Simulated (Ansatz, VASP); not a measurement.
One calculation of Pt, two programs

Contents of INCAR:

```
  PREC = Accurate
  ENCUT = 520
  EDIFF = 1E-6
  ISMEAR = -1
  SIGMA = 0.1
  LREAL = F
  LASPH = T
  NELM = 80
  ALGO = Normal
  ISIF = 2
  LWAVE = F
  LCHARG = F
  GGA = PS
  NBANDS = 22
```

KPOINTS

```
regular mesh
0
Gamma
  9 9 13
```

Contents of POSCAR:

```
Pt
1.0
    4.6456300391      0.0000000000      0.0000000000
   -2.3228150195      4.0232336304      0.0000000000
    0.0000000000      0.0000000000      2.7694364152
Pt
3
Direct
    1.0000000000      0.0000000000      0.0000000000
    0.3333333333      0.6666666667      0.5000000000
    0.6666666667      0.3333333333      0.5000000000
```

Input for Ansatz:

```yaml
crystal:
  lattice:
    - [4.6456300391, 0.0, 0.0]
    - [-2.3228150195, 4.0232336304, 0.0]
    - [0.0, 0.0, 2.7694364152]
  atoms:
    - { symbol: Pt, position: [1.0, 0.0, 0.0] }
    - { symbol: Pt, position: [0.3333333333, 0.6666666667, 0.5] }
    - { symbol: Pt, position: [0.6666666667, 0.3333333333, 0.5] }
hamiltonian:
  xc: pbesol
  pseudopotentials:
    kind: paw
    azcp:
      Pt: "pseudopotentials/Pt.paw.azcp"
basis:
  ecutwfc: 420
  fft_grid_basis: typed
kpoints:
  mp_grid: { grid: [9, 9, 13], shift: [0, 0, 0] }
magnetization:
  spin_polarized: false
scf:
  occupations: { method: fermi_dirac, width: 0.1 }
  lower_state_search: "off"
output:
  stress: true
```

Alike in both runs: task single point; functional PBEsol; k mesh 9 × 9 × 13; occupations fermi-dirac, width 0.1 eV; no spin polarisation.

```csv
,VASP,Ansatz
version,VASP 6.6.1,Ansatz 0.2.0
potentials or method,"VASP PAW PBE potentials, release 64 (Pt), cutoff 520 eV","plane waves (420 eV) with PAW, scalar-relativistic"
valence electrons in the cell,30,54
```

Ansatz gave:

* pressure (GPa): -22.5
* traceless stress, the component that is largest in VASP (GPa): 0.49

**Question.** What did VASP give for the same quantities?

**Answer.** Pressure (GPa): -22.9; traceless stress, the component that is largest in VASP (GPa): 0.49.

VASP's potentials were made for PBE, not for PBEsol, and Ansatz warns of the same on its side. VASP's potentials hold 30 valence electrons a cell and Ansatz's 54, so a difference there can come from the potentials and not from the codes.

Neither program's run includes spin-orbit coupling.
